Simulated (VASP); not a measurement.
Set up this calculation in VASP 6.6.1, as the native input.

```
Task                   : single point
Functional             : PBEsol
Potentials or basis    : VASP PAW PBE potentials, release 64 (C, Sn_d)
Cutoff                 : 520 eV
k mesh                 : 6 × 6 × 4, shifted
Occupations            : gaussian, width 0.01 eV
Spin                   : no spin polarisation
Dipole correction      : no
Further INCAR settings : ALGO = Normal; EDIFF = 1e-06; NBANDS = 21
```

The structure of SnC3 lies in POSCAR:

```
SnC3
1.0
    2.9788882431      0.0000000000      0.0000000000
    0.0000000000      2.9788882431      0.0000000000
    0.0000000000      0.0000000000      4.6435166754
C Sn
3 1
Direct
    0.5000000000      0.0000000000      0.8203632750
    0.5000000000      0.5000000000      0.0000000000
    0.0000000000      0.5000000000      0.1796367250
    0.0000000000      0.0000000000      0.5000000000
```

One way to write it, as run:

INCAR

```
SYSTEM = SnC3
  PREC = Accurate
  ENCUT = 520
  EDIFF = 1E-6
  ISMEAR = 0
  SIGMA = 0.01
  LREAL = .FALSE.
  LASPH = .TRUE.
  NELM = 80
  ALGO = Normal
  ISIF = 2
  LWAVE = .FALSE.
  LCHARG = .FALSE.
  GGA = PS
  NBANDS = 21
```

KPOINTS

```
Automatic mesh
0
Gamma
  6 6 4
  0.5 0.5 0.5
```

Potentials or basis: VASP PAW PBE potentials, release 64 (C, Sn_d).

The run is started by

```bash
$ cat potpaw_PBE.64/C/POTCAR potpaw_PBE.64/Sn_d/POTCAR > POTCAR
$ mpirun -np 1 vasp_std > vasp.out
```

It gave:

| Item | Value |
| --- | --- |
| Pressure | -2.9 GPa |
| Largest force | 0.355 eV/Å |
| Band gap on the k mesh | 1.07 eV, indirect (least direct gap 1.52 eV) |

Caveat: the PAW data sets were made with another functional, which shifts forces and pressure a little; spin-orbit coupling is left out, which moves the levels of the heavy elements.

Wall time 4.5 s on 1 thread of Intel(R) Xeon(R) 6975P-C (Granite Rapids), with other jobs on the host, peak memory 0.15 GiB.
